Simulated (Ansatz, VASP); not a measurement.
# LiBr: VASP beside Ansatz

The input INCAR:

```
SYSTEM = LiBr
PREC     = Accurate       ! precision mode
ENCUT    = 750            ! plane-wave cutoff, eV
EDIFF    = 1E-6           ! SCF threshold, eV
ISMEAR   = 0              ! smearing method
SIGMA    = 0.01           ! smearing width, eV
LREAL    = .False.        ! projectors in reciprocal space
LASPH    = .True.         ! aspherical terms in the spheres
NELM     = 120            ! most SCF steps
ALGO     = Normal         ! electronic algorithm
ISIF     = 2              ! what is computed and relaxed
LWAVE    = .False.        ! write WAVECAR
LCHARG   = .True.         ! write CHGCAR
GGA      = PE             ! functional
LELF     = .True.         ! ELF
LVHAR    = .True.       
NBANDS   = 12             ! bands
GGA_COMPAT= .False.
```

File KPOINTS:

```
regular mesh
0
Gamma
  6 6 6
  0 0 0
```

Contents of POSCAR:

```
LiBr
1.0
    0.0000000000      2.7826870808      2.7826870808
    2.7826870808      0.0000000000      2.7826870808
    2.7826870808      2.7826870808      0.0000000000
Li Br
1 1
Direct
    0.0000000000      0.0000000000      0.0000000000
    0.5000000000      0.5000000000      0.5000000000
```

Input for Ansatz:

```yaml
crystal:
  lattice:
    - [0.0, 2.7826870808, 2.7826870808]
    - [2.7826870808, 0.0, 2.7826870808]
    - [2.7826870808, 2.7826870808, 0.0]
  atoms:
    - { symbol: Li, position: [0.0, 0.0, 0.0] }
    - { symbol: Br, position: [0.5, 0.5, 0.5] }
kpoints:
  mp_grid: { grid: [6, 6, 6] }
hamiltonian:
  xc: pbe
scf:
  occupations: { method: fixed }
  n_extra_bands: 4
output:
  forces: true
  stress: true
  eigenvalues: true
```

Alike in both runs: task single point; functional PBE; k mesh 6 × 6 × 6; no spin polarisation.

|  | VASP | Ansatz |
| --- | --- | --- |
| version | VASP 6.6.1 | Ansatz 0.2.0 |
| potentials or method | VASP PAW PBE potentials, release 64 (Li_sv, Br) | plane waves, PAW |
| plane-wave cutoff (eV) | 750 | 420 |
| occupations | gaussian, width 0.01 eV | fixed |
| valence electrons in the cell | 10 | 10 |

VASP gave:

```
gap on the k mesh at the Fermi level (eV) : 4.80
pressure (GPa)                            : -0.8
```

Task: Estimate Ansatz's values.

Result: gap on the k mesh at the Fermi level (eV): 4.79; pressure (GPa): -0.7.
